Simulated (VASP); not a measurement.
# V (Im-3m) in VASP: further runs

The runs below take V through single point, with PBE.

Everything below comes from runs of VASP 6.6.1. Logs are shortened: lines on timing, memory, paths and dates and some standing lists are left out, and cuts for length are marked.

## (1) The cell of the first run

The structure is cubic, space group Im-3m (No. 229). Conventional cell: a = 2.964 Å, b = 2.964 Å, c = 2.964 Å, α = 90.00°, β = 90.00°, γ = 90.00°. Within 3.4 Å of V (site symmetry m-3m) lie 14 V at 2.57 to 2.96 Å.

## (2) Single point, PBE, collinear spin, ferromagnetic start (13.02 Å³/atom)

Contents of INCAR:

```
SYSTEM = V
PREC = Accurate ; ENCUT = 520
EDIFF = 1E-6 ; ISMEAR = -1
SIGMA = 0.03 ; LREAL = .FALSE.
LASPH = .TRUE. ; NELM = 150
ALGO = Normal ; ISIF = 2
LWAVE = .FALSE. ; LCHARG = .FALSE.
ISPIN = 2 ; MAGMOM = 1.5
LORBIT = 11 ; LMAXMIX = 4
GGA = PE ; NBANDS = 16
```

Contents of KPOINTS:

```
regular mesh
0
G
  19 19 19
  0 0 0
```

Contents of POSCAR:

```
V
1.0
   -1.4821137825      1.4821137825      1.4821137825
    1.4821137825     -1.4821137825      1.4821137825
    1.4821137825      1.4821137825     -1.4821137825
V
1
Direct
    0.0000000000      0.0000000000      0.0000000000
```

Potentials or basis: VASP PAW PBE potentials, release 64 (V_sv).

Launch:

```
$ cat potpaw_PBE.64/V_sv/POTCAR > POTCAR
$ mpirun -np 1 vasp_std > vasp.out
```

OUTCAR:

```text
SYSTEM = V
   PREC = Accurate
   ENCUT = 520
   EDIFF = 1E-6
   ISMEAR = -1
   LREAL = .FALSE.
   LASPH = .TRUE.
   NELM = 150
   ISIF = 2
   ISPIN = 2
   LORBIT = 11
   GGA = PE

 ion  position               nearest neighbor table
   1  0.000  0.000  0.000-

  LATTYP: Found a body centered cubic cell.
 ALAT       =     2.9642275650

  Lattice vectors:

 A1 = (  -1.4821137825,   1.4821137825,   1.4821137825)
 A2 = (   1.4821137825,  -1.4821137825,   1.4821137825)
 A3 = (   1.4821137825,   1.4821137825,  -1.4821137825)

Analysis of symmetry for initial positions (statically):
=====================================================================
 Subroutine PRICEL returns:
 Original cell was already a primitive cell.

 Routine SETGRP: Setting up the symmetry group for a
 body centered cubic supercell.

 Subroutine GETGRP returns: Found 48 space group operations
 (whereof 48 operations were pure point group operations)
 out of a pool of 48 trial point group operations.

The static configuration has the point symmetry O_h .

Analysis of symmetry for dynamics (positions and initial velocities):
=====================================================================
 Subroutine PRICEL returns:
 Original cell was already a primitive cell.

 Routine SETGRP: Setting up the symmetry group for a
 body centered cubic supercell.

 Subroutine GETGRP returns: Found 48 space group operations
 (whereof 48 operations were pure point group operations)
 out of a pool of 48 trial point group operations.

The dynamic configuration has the point symmetry O_h .

Analysis of structural, dynamic, and magnetic symmetry:
=====================================================================
 Subroutine PRICEL returns:
 Original cell was already a primitive cell.

 Routine SETGRP: Setting up the symmetry group for a
 body centered cubic supercell.

 Subroutine GETGRP returns: Found 48 space group operations
 (whereof 48 operations were pure point group operations)
 out of a pool of 48 trial point group operations.

The overall configuration has the point symmetry O_h .

 Subroutine INISYM returns: Found 48 space group operations
 (whereof 48 operations are pure point group operations),
 and found     1 'primitive' translations

----------------------------------------------------------------------------------------

                                     Primitive cell

[... 102 lines left out ...]
   EFERMI =   0.00;   METHOD = LEGACY
   ISMEAR =    -1;   SIGMA  =   0.03  broadening in eV -4-tet -1-fermi 0-gaus
   EFERMI_NEDOS =   21; number of points for ismear=-14 and -15
   IALGO  =     38    algorithm
   IMIX   =      4    mixing-type and parameters
     AMIX     =   0.40;   BMIX     =  1.00
     AMIX_MAG =   1.60;   BMIX_MAG =  1.00
  volume/ion in A,a.u.               =      13.02        87.88
  Fermi-wavevector in a.u.,A,eV,Ry     =   1.636142  3.091861 36.422274  2.676962
  Thomas-Fermi vector in A             =   2.727498
   LORBIT       =     11    0 simple, 1 ext, 2 COOP (PROOUT), +10 PAW based schemes
   GGA     = PE    functional components
   LHFCALC =     F    Hartree Fock is set to
   AEXX    =    0.0000 exact exchange contribution
   IVDW    =     0    specifies the selected vdW correction
   LEPSILON=     F    determine dielectric tensor
   LRPA    =     F    only Hartree local field effects (RPA)
 spin polarized calculation
  energy-cutoff  :      520.00
  volume of cell :       13.02
 maximum number of plane-waves:       370
   NGX =  9   NGY =  9   NGZ =  9

 number of electron      12.9999999 magnetization      -0.0022019

 number of electron      12.9999999 magnetization       0.0008452

 Free energy of the ion-electron system (eV)
  ---------------------------------------------------
  ext. energy  EPLUGINS =         0.00000000
  ---------------------------------------------------
  free energy    TOTEN  =        -8.98599033 eV

  energy without entropy =       -8.98121731  energy(sigma->0) =       -8.98360382

 E-fermi :  10.1315     XC(G=0): -13.0882

 val. band max:       10.1310753175   @ k =  -0.3158   0.3158   0.1579
 cond. band min:      10.1377527026   @ k =  -0.3684   0.4211   0.1579
 fundamental gap:      0.0066773851
 Fermi energy:        10.1315480061

 spin component 1

 k-point     1 :       0.0000    0.0000    0.0000
  band No.  band energies     occupation
      1     -53.5453      1.00000
      2     -26.7886      1.00000
      3     -26.7886      1.00000
      4     -26.7886      1.00000
      5       3.4764      1.00000
      6      10.5536      0.00000
[... 435 lines left out ...]
      5       7.0330      1.00000
      6       9.1843      1.00000
[... 8 lines left out ...]
     15      38.4573      0.00000
     16      39.6306      0.00000

 [... further k-points ...]

 spin component 2

 k-point     1 :       0.0000    0.0000    0.0000
  band No.  band energies     occupation
      1     -53.5445      1.00000
      2     -26.7878      1.00000
      3     -26.7878      1.00000
      4     -26.7878      1.00000
      5       3.4769      1.00000
      6      10.5544      0.00000
[... 435 lines left out ...]
      5       7.0336      1.00000
      6       9.1851      1.00000
[... 8 lines left out ...]
     15      38.4579      0.00000
     16      39.6312      0.00000

 [... further k-points ...]

------------------------ aborting loop because EDIFF is reached ----------------------------------------

  FORCE on cell =-STRESS in cart. coord.  units (eV):
  Direction    XX          YY          ZZ          XY          YZ          ZX
  --------------------------------------------------------------------------------------
  -------------------------------------------------------------------------------------
  Total        0.5253000      0.5253000      0.5253000      0.0000000     -0.0000000      0.0000000
  in kB       64.6269032     64.6269032     64.6269032      0.0000000     -0.0000000      0.0000000
  external PRESSURE =      64.6269032 kB  Pullay stress =       0.0000000 kB

 VOLUME and BASIS-vectors are now :
 -----------------------------------------------------------------------------
  energy-cutoff  :      520.00
  volume of cell :       13.02
      direct lattice vectors                 reciprocal lattice vectors
    -1.482113782  1.482113782  1.482113782     0.000000000  0.337356015  0.337356015
     1.482113782 -1.482113782  1.482113782     0.337356015  0.000000000  0.337356015
     1.482113782  1.482113782 -1.482113782     0.337356015  0.337356015  0.000000000

 POSITION                                       TOTAL-FORCE (eV/Angst)
 -----------------------------------------------------------------------------------
      0.00000      0.00000      0.00000        -0.000000     -0.000000     -0.000000
 -----------------------------------------------------------------------------------
    total drift:                                0.000000      0.000000      0.000000

  FREE ENERGIE OF THE ION-ELECTRON SYSTEM (eV)
  ---------------------------------------------------
  free  energy   TOTEN  =        -8.9859903275 eV

  energy  without entropy=       -8.9812173053  energy(sigma->0) =       -8.98360382

 total charge

# of ion       s       p       d       tot
------------------------------------------
    1        2.351   6.232   3.129  11.712

 magnetization (x)

# of ion       s       p       d       tot
------------------------------------------
    1        0.000   0.000   0.000   0.000
```

Run time: 31 s. Hardware: 1 thread of Intel Xeon 6975P-C (Granite Rapids), shared host; peak memory 0.18 GiB.

Results:

| Item | Value |
| --- | --- |
| Free energy | -8.9860 eV |
| Pressure | 6.5 GPa |
| Net moment | 0.00 μB per cell |
| Valence electrons inside the program's atomic spheres | V 11.71 |

Caveat: the cell stands under pressure.

## (3) Single point, PBE, collinear spin, ferromagnetic start (13.58 Å³/atom)

This run uses another cell than the first one, of 13.58 Å³/atom.

Contents of INCAR:

```
PREC = Accurate ; ENCUT = 520
EDIFF = 1E-7 ; ISMEAR = -1
SIGMA = 0.03 ; LREAL = False
LASPH = True ; NELM = 150
ALGO = Normal ; ISIF = 2
LWAVE = False ; LCHARG = False
ISPIN = 2 ; MAGMOM = 1.5
LORBIT = 11 ; LMAXMIX = 4
GGA = PE ; NBANDS = 16
```

Contents of KPOINTS:

```
regular mesh
0
Gamma
  19 19 19
```

Contents of POSCAR:

```
V
1.0
   -1.5028453316      1.5028453316      1.5028453316
    1.5028453316     -1.5028453316      1.5028453316
    1.5028453316      1.5028453316     -1.5028453316
V
1
Direct
    0.0000000000      0.0000000000      0.0000000000
```

Potentials or basis: VASP PAW PBE potentials, release 64 (V_sv).

Launch:

```
$ cat potpaw_PBE.64/V_sv/POTCAR > POTCAR
$ mpirun -np 1 vasp_std > vasp.out
```

Wall time 34 s (1 thread of Intel Xeon 6975P-C (Granite Rapids), shared host); peak memory 0.18 GiB.

Results (log left out):

```yaml
Free_energy: -8.9944 eV
Pressure: -1.5 GPa
Net_moment: 0.00 μB per cell
Valence_electrons_inside_the_program's_atomic_spheres: V 11.64
```

Levels at points of the mesh, in eV from the Fermi level:
Spin up:
```tsv
k point	band 2	band 3	band 4	band 5	band 6	band 7	band 8	band 9	band 10	band 11
(0.00, 0.00, 0.00)	-37.04	-37.04	-37.04	-6.56	0.42	0.42	0.42	2.41	2.41	20.43
```
Spin down:
```csv
k point,band 2,band 3,band 4,band 5,band 6,band 7,band 8,band 9,band 10,band 11
"(0.00, 0.00, 0.00)",-37.04,-37.04,-37.04,-6.56,0.42,0.42,0.42,2.41,2.41,20.43
```
